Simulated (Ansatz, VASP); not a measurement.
# Cd3Ga2O: VASP beside Ansatz

```xyz
6
Lattice="4.1216 0.0000 0.0000 -2.0608 3.5694 0.0000 0.0000 0.0000 10.0164" Properties=species:S:1:pos:R:3 pbc="T T T"
Cd    0.0000    0.0000    2.5078
Cd    2.0608    1.1898    5.9306
Cd    0.0000    2.3796    9.1042
Ga    0.0000    0.0000    9.9850
Ga    2.0608    1.1898    3.3820
O     0.0000    2.3796    6.6520
```

Change from the starting cell: species swapped into the MnCd2Te3 type (P3m1, No. 156).

Alike in both runs: task relaxation of cell and atoms; functional PBE; k mesh 6 × 6 × 2; occupations gaussian, width 0.1 eV; no spin polarisation.

|  | VASP | Ansatz |
| --- | --- | --- |
| version | VASP 6.6.1 | Ansatz 0.2.0 |
| potentials or method | VASP PAW PBE potentials, release 64 (Cd, Ga_d, O), cutoff 600 eV | scalar-relativistic, plane waves, PAW |
| valence electrons in the cell | 68 | 92 |

|  | VASP | Ansatz | Ansatz less VASP |
| --- | --- | --- | --- |
| gap on the k mesh at the Fermi level, each at its own relaxed structure (eV) | none | none | - |
| relaxed volume (Å³/atom) | 21.27 | 21.04 | -0.229 |
| relaxed cell length with the largest relative difference (Å) | 3.410 | 3.387 | -0.0227 |

A gap of «none» marks a metal or a gap that the smearing closes. VASP's potentials hold 68 valence electrons a cell and Ansatz's 92, so a difference there can come from the potentials and not from the codes.
